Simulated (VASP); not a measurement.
# LiH (Fm-3m) in VASP: notebook

LiH is run at these levels: r2SCAN; tasks: single point, relaxation of cell and atoms.

Everything below comes from runs of VASP 6.6.1. Logs are shortened: lines on timing, memory, paths and dates and some standing lists are left out, and cuts for length are marked.

### 1 The cell of the first run

Symmetry: Fm-3m, No. 225, cubic system. The conventional cell has a = 4.005 Å, b = 4.005 Å, c = 4.005 Å, α = 90.00°, β = 90.00°, γ = 90.00°. Within 2.7 Å of Li (site symmetry m-3m) lie 6 H at 2.00 Å. H (site symmetry m-3m) has 6 Li at 2.00 Å within 2.7 Å.

### 2 Single point, r2SCAN

File POSCAR:

```
LiH
1.0
    0.0000000000      2.0025966810      2.0025966810
    2.0025966810      0.0000000000      2.0025966810
    2.0025966810      2.0025966810      0.0000000000
Li H
1 1
Direct
    0.0000000000      0.0000000000      0.0000000000
    0.5000000000      0.5000000000      0.5000000000
```

File INCAR.step1:

```
SYSTEM = LiH
PREC     = Accurate       ! precision mode
ENCUT    = 520            ! plane-wave cutoff, eV
ISMEAR   = 0              ! smearing method
SIGMA    = 0.01           ! smearing width, eV
LREAL    = .FALSE.        ! projectors in reciprocal space
LASPH    = .TRUE.         ! aspherical terms in the spheres
NELM     = 100            ! most SCF steps
NBANDS   = 9              ! bands
GGA      = PE             ! functional
ALGO     = Normal         ! electronic algorithm
EDIFF    = 1E-4           ! SCF threshold, eV
LWAVE    = .TRUE.         ! write WAVECAR
LCHARG   = .FALSE.        ! write CHGCAR
```

File INCAR.step2:

```
SYSTEM = LiH
PREC     = Accurate       ! precision mode
ENCUT    = 520            ! plane-wave cutoff, eV
EDIFF    = 1E-6           ! SCF threshold, eV
ISMEAR   = 0              ! smearing method
SIGMA    = 0.01           ! smearing width, eV
LREAL    = .FALSE.        ! projectors in reciprocal space
LASPH    = .TRUE.         ! aspherical terms in the spheres
NELM     = 100            ! most SCF steps
ALGO     = Normal         ! electronic algorithm
ISIF     = 2              ! what is computed and relaxed
LWAVE    = .FALSE.        ! write WAVECAR
LCHARG   = .FALSE.        ! write CHGCAR
METAGGA  = R2SCAN         ! meta-GGA
LMIXTAU  = .TRUE.       
NBANDS   = 9              ! bands
ISTART   = 1
```

File KPOINTS:

```
Automatic mesh
0
G
  10 10 10
  0 0 0
```

Potentials or basis: VASP PAW PBE potentials, release 64 (Li_sv, H).

Run with:

```sh
> cat potpaw_PBE.64/Li_sv/POTCAR potpaw_PBE.64/H/POTCAR > POTCAR
> cp INCAR.step1 INCAR
> mpirun -np 1 vasp_std > vasp.out
> cp INCAR.step2 INCAR
> mpirun -np 1 vasp_std > vasp.out
```

OUTCAR:

```text
SYSTEM = LiH
   PREC = Accurate
   ENCUT = 520
   EDIFF = 1E-6
   ISMEAR = 0
   LREAL = .FALSE.
   LASPH = .TRUE.
   NELM = 100
   ISIF = 2
   METAGGA = R2SCAN
   ISTART = 1

 ion  position               nearest neighbor table
   1  0.000  0.000  0.000-
   2  0.500  0.500  0.500-

  LATTYP: Found a face centered cubic cell.
 ALAT       =     4.0051933620

  Lattice vectors:

 A1 = (   0.0000000000,   2.0025966810,   2.0025966810)
 A2 = (   2.0025966810,   0.0000000000,   2.0025966810)
 A3 = (   2.0025966810,   2.0025966810,   0.0000000000)

Analysis of symmetry for initial positions (statically):
=====================================================================
 Subroutine PRICEL returns:
 Original cell was already a primitive cell.

 Routine SETGRP: Setting up the symmetry group for a
 face centered cubic supercell.

 Subroutine GETGRP returns: Found 48 space group operations
 (whereof 48 operations were pure point group operations)
 out of a pool of 48 trial point group operations.

The static configuration has the point symmetry O_h .

Analysis of symmetry for dynamics (positions and initial velocities):
=====================================================================
 Subroutine PRICEL returns:
 Original cell was already a primitive cell.

 Routine SETGRP: Setting up the symmetry group for a
 face centered cubic supercell.

 Subroutine GETGRP returns: Found 48 space group operations
 (whereof 48 operations were pure point group operations)
 out of a pool of 48 trial point group operations.

The dynamic configuration has the point symmetry O_h .

 Subroutine INISYM returns: Found 48 space group operations
 (whereof 48 operations are pure point group operations),
 and found     1 'primitive' translations

----------------------------------------------------------------------------------------

                                     Primitive cell

  volume of cell :      16.0624

  direct lattice vectors                    reciprocal lattice vectors
     0.000000000  2.002596681  2.002596681    -0.249675836  0.249675836  0.249675836
     2.002596681  0.000000000  2.002596681     0.249675836 -0.249675836  0.249675836
     2.002596681  2.002596681  0.000000000     0.249675836  0.249675836 -0.249675836

  length of vectors
     2.832099386  2.832099386  2.832099386     0.432451233  0.432451233  0.432451233

  position of ions in fractional coordinates (direct lattice)
     0.000000000  0.000000000  0.000000000
     0.500000000  0.500000000  0.500000000

  ion indices of the primitive-cell ions
   primitive index   ion index
                 1           1
                 2           2

----------------------------------------------------------------------------------------

 KPOINTS: Automatic mesh

Automatic generation of k-mesh.
 Grid dimensions read from file:
 generate k-points for:   10   10   10

 Generating k-lattice:

  Cartesian coordinates                     Fractional coordinates (reciprocal lattice)
    -0.024967584  0.024967584  0.024967584     0.100000000  0.000000000  0.000000000
     0.024967584 -0.024967584  0.024967584     0.000000000  0.100000000  0.000000000
     0.024967584  0.024967584 -0.024967584     0.000000000  0.000000000  0.100000000

  Length of vectors
     0.043245123  0.043245123  0.043245123

  Shift w.r.t. Gamma in fractional coordinates (k-lattice)
     0.000000000  0.000000000  0.000000000

 Subroutine IBZKPT returns following result:
 ===========================================

 Found     47 irreducible k-points:

 Following reciprocal coordinates:
            Coordinates               Weight
  0.000000  0.000000  0.000000      1.000000
  0.100000  0.000000  0.000000      8.000000
  0.200000  0.000000  0.000000      8.000000
  0.300000  0.000000  0.000000      8.000000
  0.400000  0.000000  0.000000      8.000000
  0.500000  0.000000  0.000000      4.000000
[... 16 lines left out ...]
  0.300000  0.300000  0.000000      6.000000
  0.400000  0.300000  0.000000     24.000000
 [... further k-points ...]
   k-points           NKPTS =     47   k-points in BZ     NKDIM =     47   number of bands    NBANDS=      9
   number of dos      NEDOS =    301   number of ions     NIONS =      2
   total plane-waves  NPLWV =  13824
   dimension x,y,z NGX =    24 NGY =   24 NGZ =   24
   dimension x,y,z NGXF=    48 NGYF=   48 NGZF=   48
   ions per type =               1   1
   NGX,Y,Z   is equivalent  to a cutoff of  14.09, 14.09, 14.09 a.u.
   NGXF,Y,Z  is equivalent  to a cutoff of  28.18, 28.18, 28.18 a.u.
 SYSTEM =  LiH
   PREC   = accura    normal or accurate (medium, high low for compatibility)
   ISTART =      1    job   : 0-new  1-cont  2-samecut
   ICHARG =      0    charge: 1-file 2-atom 10-const
   ISPIN  =      1    spin polarized calculation?
   LNONCOLLINEAR =      F non collinear calculations
   LSORBIT =      F    spin-orbit coupling
   LASPH  =      T    aspherical Exc in radial PAW
   ENCUT  =  520.0 eV  38.22 Ry    6.18 a.u.   5.27  5.27  5.27*2*pi/ulx,y,z
   NELM   =    100;   NELMIN=  2; NELMDL=  0     # of ELM steps
   EDIFF  = 0.1E-05   stopping-criterion for ELM
   LREAL  =      F    real-space projection
   EDIFFG = 0.1E-04   stopping-criterion for IOM
   NSW    =      0    number of steps for IOM
   IBRION =     -1    ionic relax: 0-MD 1-quasi-New 2-CG
   NFREE  =      0    steps in history (QN), initial steepest desc. (CG)
   ISIF   =      2    stress and relaxation
   ISYM   =      2    0-nonsym 1-usesym 2-fastsym
   POTIM  = 0.5000    time-step for ionic-motion
   TEBEG  =    0.0;   TEEND  =   0.0 temperature during run
   PSTRESS=    0.0 pullay stress
   NELECT =       4.0000    total number of electrons
   NUPDOWN=      -1.0000    fix difference up-down
   EMIN   =  10.00;   EMAX   =-10.00  energy-range for DOS
   EFERMI =   0.00;   METHOD = LEGACY
   ISMEAR =     0;   SIGMA  =   0.01  broadening in eV -4-tet -1-fermi 0-gaus
   EFERMI_NEDOS =   21; number of points for ismear=-14 and -15
   IALGO  =     38    algorithm
   IMIX   =      4    mixing-type and parameters
     AMIX     =   0.40;   BMIX     =  1.00
     AMIX_MAG =   1.60;   BMIX_MAG =  1.00
  volume/ion in A,a.u.               =       8.03        54.20
  Fermi-wavevector in a.u.,A,eV,Ry     =   1.029970  1.946362 14.433586  1.060839
  Thomas-Fermi vector in A             =   2.164045
   LORBIT       =      0    0 simple, 1 ext, 2 COOP (PROOUT), +10 PAW based schemes
   METAGGA = R2SCAN    functional components
   LHFCALC =     F    Hartree Fock is set to
   AEXX    =    0.0000 exact exchange contribution
   IVDW    =     0    specifies the selected vdW correction
   LEPSILON=     F    determine dielectric tensor
   LRPA    =     F    only Hartree local field effects (RPA)
 non-spin polarized calculation
 Gauss-broadening in eV      SIGMA  =   0.01
  energy-cutoff  :      520.00
  volume of cell :       16.06
 maximum number of plane-waves:       444
 NGX is ok and might be reduce to    24
   NGX = 11   NGY = 11   NGZ = 11

 number of electron       3.9999995 magnetization

 Free energy of the ion-electron system (eV)
  ---------------------------------------------------
  ext. energy  EPLUGINS =         0.00000000
  ---------------------------------------------------
  free energy    TOTEN  =        -6.81759975 eV

  energy without entropy =       -6.81759975  energy(sigma->0) =       -6.81759975

 E-fermi :   0.0649     XC(G=0):  -8.8324

 val. band max:       -0.1751474751   @ k =   0.5000   0.5000   0.0000
 cond. band min:       3.4061265268   @ k =   0.5000   0.5000   0.0000
 fundamental gap:      3.5812740018
 Fermi energy:         0.0648590184

 k-point     1 :       0.0000    0.0000    0.0000
  band No.  band energies     occupation
      1     -45.9059      2.00000
      2      -5.6304      2.00000
      3      17.4987      0.00000
      4      19.2510      0.00000
      5      19.2510      0.00000
      6      19.2516      0.00000
      7      23.6806      0.00000
      8      23.6806      0.00000
      9      23.6807      0.00000

 k-point     2 :       0.1000    0.0000    0.0000
  band No.  band energies     occupation
      1     -45.9018      2.00000
      2      -5.4502      2.00000
      3      15.7182      0.00000
      4      18.2382      0.00000
      5      18.7965      0.00000
      6      18.7970      0.00000
      7      23.4514      0.00000
      8      24.6621      0.00000
      9      24.6623      0.00000

 k-point     3 :       0.2000    0.0000    0.0000
  band No.  band energies     occupation
      1     -45.8905      2.00000
      2      -4.9243      2.00000
      3      12.1867      0.00000
      4      16.9030      0.00000
      5      18.1146      0.00000
      6      18.1150      0.00000
      7      24.4483      0.00000
      8      24.4486      0.00000
      9      24.5008      0.00000

 k-point     4 :       0.3000    0.0000    0.0000
  band No.  band energies     occupation
      1     -45.8765      2.00000
      2      -4.1195      2.00000
      3       8.8903      0.00000
      4      15.7762      0.00000
      5      17.7519      0.00000
      6      17.7523      0.00000
      7      22.1385      0.00000
      8      22.1387      0.00000
      9      26.2054      0.00000
[... 205 lines left out ...]
 k-point    22 :      -0.2000    0.2000    0.0000
  band No.  band energies     occupation
      1     -45.8718      2.00000
      2      -3.7739      2.00000
      3      10.2460      0.00000
      4      10.3831      0.00000
      5      17.4115      0.00000
      6      18.3701      0.00000
      7      22.7707      0.00000
      8      25.5130      0.00000
      9      26.7950      0.00000

 k-point    23 :       0.3000    0.3000    0.0000
  band No.  band energies     occupation
      1     -45.8673      2.00000
      2      -3.3534      2.00000
      3       9.1561      0.00000
      4      13.0883      0.00000
      5      13.0885      0.00000
      6      16.4267      0.00000
      7      19.1851      0.00000
      8      30.0215      0.00000
      9      33.1044      0.00000

 k-point    24 :       0.4000    0.3000    0.0000
  band No.  band energies     occupation
      1     -45.8585      2.00000
      2      -2.4505      2.00000
      3       7.1799      0.00000
      4      11.2410      0.00000
      5      12.6226      0.00000
      6      17.3242      0.00000
      7      19.2126      0.00000
      8      31.1049      0.00000
      9      31.7689      0.00000

 [... further k-points ...]

------------------------ aborting loop because EDIFF is reached ----------------------------------------

  FORCE on cell =-STRESS in cart. coord.  units (eV):
  Direction    XX          YY          ZZ          XY          YZ          ZX
  --------------------------------------------------------------------------------------
  -------------------------------------------------------------------------------------
  Total       -0.0511659     -0.0511659     -0.0511659      0.0000000      0.0000000      0.0000000
  in kB       -5.1036452     -5.1036452     -5.1036452      0.0000000      0.0000000      0.0000000
  external PRESSURE =      -5.1036452 kB  Pullay stress =       0.0000000 kB

 VOLUME and BASIS-vectors are now :
 -----------------------------------------------------------------------------
  energy-cutoff  :      520.00
  volume of cell :       16.06
      direct lattice vectors                 reciprocal lattice vectors
     0.000000000  2.002596681  2.002596681    -0.249675836  0.249675836  0.249675836
     2.002596681  0.000000000  2.002596681     0.249675836 -0.249675836  0.249675836
     2.002596681  2.002596681  0.000000000     0.249675836  0.249675836 -0.249675836

 POSITION                                       TOTAL-FORCE (eV/Angst)
 -----------------------------------------------------------------------------------
      0.00000      0.00000      0.00000         0.000000      0.000000      0.000000
      2.00260      2.00260      2.00260        -0.000000     -0.000000     -0.000000
 -----------------------------------------------------------------------------------
    total drift:                                0.000000     -0.000000     -0.000000

  FREE ENERGIE OF THE ION-ELECTRON SYSTEM (eV)
  ---------------------------------------------------
  free  energy   TOTEN  =        -6.8175997517 eV

  energy  without entropy=       -6.8175997517  energy(sigma->0) =       -6.81759975
```

Wall time 18 s (1 thread of Intel Xeon Platinum 8488C (Sapphire Rapids), shared host); peak memory 0.13 GiB.

Results:

- Free energy: -6.8176 eV
- Band gap on the k mesh: 3.58 eV, direct

Caveat: the cutoff is under 1.25 times the usual one of these potentials, so pressure, stress and relaxed cells hold a basis-set (Pulay) error; the PAW data sets were made with another functional, which shifts forces and pressure a little.

### 3 Relaxation of cell and atoms, r2SCAN

File POSCAR:

```
LiH
1.0
    0.0000000000      2.0023334638      2.0023334638
    2.0023334638      0.0000000000      2.0023334638
    2.0023334638      2.0023334638      0.0000000000
Li H
1 1
Direct
    0.0000000000      0.0000000000      0.0000000000
    0.5000000000      0.5000000000      0.5000000000
```

File INCAR.step1:

```
SYSTEM = LiH
ALGO = Normal ; EDIFF = 1E-4
ENCUT = 600 ; GGA = PE
ISMEAR = 0 ; LASPH = .True.
LCHARG = .False. ; LREAL = .False.
LWAVE = .True. ; NELM = 80
PREC = Accurate ; SIGMA = 0.01
```

File INCAR.step2:

```
SYSTEM = LiH
ALGO = Normal ; EDIFF = 1E-6
EDIFFG = -0.001 ; ENCUT = 600
IBRION = 2 ; ISIF = 3
ISMEAR = 0 ; ISTART = 1
LASPH = .True. ; LCHARG = .False.
LMIXTAU = .True. ; LREAL = .False.
LWAVE = .False. ; METAGGA = R2SCAN
NELM = 80 ; NSW = 80
PREC = Accurate ; SIGMA = 0.01
```

File KPOINTS:

```
k-points
0
Gamma
  10 10 10
  0 0 0
```

Potentials or basis: VASP PAW PBE potentials, release 64 (Li_sv, H).

Run with:

```sh
> cat potpaw_PBE.64/Li_sv/POTCAR potpaw_PBE.64/H/POTCAR > POTCAR
> cp INCAR.step1 INCAR
> mpirun -np 1 vasp_std > vasp.out
> cp INCAR.step2 INCAR
> mpirun -np 1 vasp_std > vasp.out
```

Wall time 27 s (1 thread of Intel Xeon Platinum 8488C (Sapphire Rapids), shared host); peak memory 0.13 GiB.

Results (log left out):

* Free energy: -6.8202 eV
* Relaxed volume: 7.95 Å³/atom
* Relaxed cell: a = 2.823 Å, b = 2.823 Å, c = 2.823 Å, α = 60.00°, β = 60.00°, γ = 60.00°
* Space group after relaxing (to 0.05 Å): Fm-3m (No. 225)
* Energy gained by relaxing: 0.1 meV/atom
* Ionic steps: 3
* Pressure after relaxing: 0.0 GPa
* Band gap on the k mesh: 3.57 eV, direct

Step by step:
```
step  energy change (eV)  largest force (eV/Å)  pressure (GPa)  volume (Å³)
   1              0.0000                0.0000           -0.36        16.06
   2             -0.0001                0.0000           -0.26        16.01
   3             -0.0002                0.0000            0.02        15.90
```

Final structure:
```
Li H
1.0
     0.00000    1.99591    1.99591
     1.99591    0.00000    1.99591
     1.99591    1.99591    0.00000
Li H
1 1
Direct
  0.00000 0.00000 0.00000
  0.50000 0.50000 0.50000
```

Levels at points of the mesh, in eV from the valence-band top:
```csv
k point,band 1,band 2,band 3,band 4,band 5
"(0.00, 0.00, 0.00)",-45.72,-5.49,17.80,19.52,19.52
"(0.50, 0.00, 0.00)",-45.67,-2.68,5.70,15.05,18.27
"(0.50, 0.50, 0.00)",-45.66,0.00,3.57,11.80,11.80
```

Caveat: the cutoff is under 1.25 times the usual one of these potentials, so pressure, stress and relaxed cells hold a basis-set (Pulay) error; the PAW data sets were made with another functional, which shifts forces and pressure a little.
